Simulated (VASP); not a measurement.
## HPbNO4: single point with PBE

The system is HPbNO4.

```
H Pb N O
1.0
     3.87956    0.14479    0.09072
    -0.25488    5.56358    0.16580
    -0.48516   -1.93996    5.75813
H Pb N O
1 1 1 4
Cartesian
  -0.0084 2.6155 3.2549
  2.1615 2.6956 1.0113
  2.8424 3.6285 5.7628
  -0.4084 -0.9480 5.0959
  2.7437 -0.0858 0.8078
  -0.5951 2.4141 5.1347
  0.1288 2.5874 2.2772
```

| Item | Value |
| --- | --- |
| Program | VASP 6.6.1 |
| Task | single point |
| Functional | PBE |
| Potentials or basis | VASP PAW PBE potentials, release 64 (H, Pb_d, N, O) |
| Cutoff | 520 eV |
| k mesh | 5 × 4 × 4 |
| Occupations | fermi-dirac, width 0.05 eV |
| Spin | no spin polarisation |

The pressure is -1.0 GPa and the largest force is 0.195 eV/Å. The band gap on the k mesh is 3.10 eV (least direct gap 3.18 eV).

Forces in eV/Å, atoms in the order of the input:
```
H    0.028 -0.006 -0.193
Pb   0.035  0.002  0.097
N   -0.006 -0.022  0.014
O   -0.048 -0.097  0.067
O    0.088  0.006 -0.127
O   -0.059  0.109  0.069
O   -0.037  0.009  0.072
```

Stress tensor (GPa, compression positive):
```
-1.01  0.00  0.28
 0.00 -0.91  0.01
 0.28  0.01 -1.03
```

Levels at points of the mesh, in eV from the valence-band top:
```csv
k point,band 20,band 21,band 22,band 23,band 24,band 25
"(0.00, 0.00, 0.00)",-1.41,-0.62,-0.39,3.42,4.33,5.75
"(0.00, 0.50, 0.00)",-1.14,-0.80,-0.54,3.48,4.29,4.63
"(0.00, 0.00, 0.50)",-1.27,-0.66,-0.36,3.26,3.78,5.74
"(0.00, 0.50, 0.50)",-1.03,-0.76,-0.52,3.45,4.03,4.63
```

Wall time 2.7 min on 1 thread of Oxide Virtual Turin-like Processor (shared host), peak memory 0.29 GiB.

Caveat: spin-orbit coupling is left out, which moves the levels of the heavy elements. A k mesh can miss the band edges.
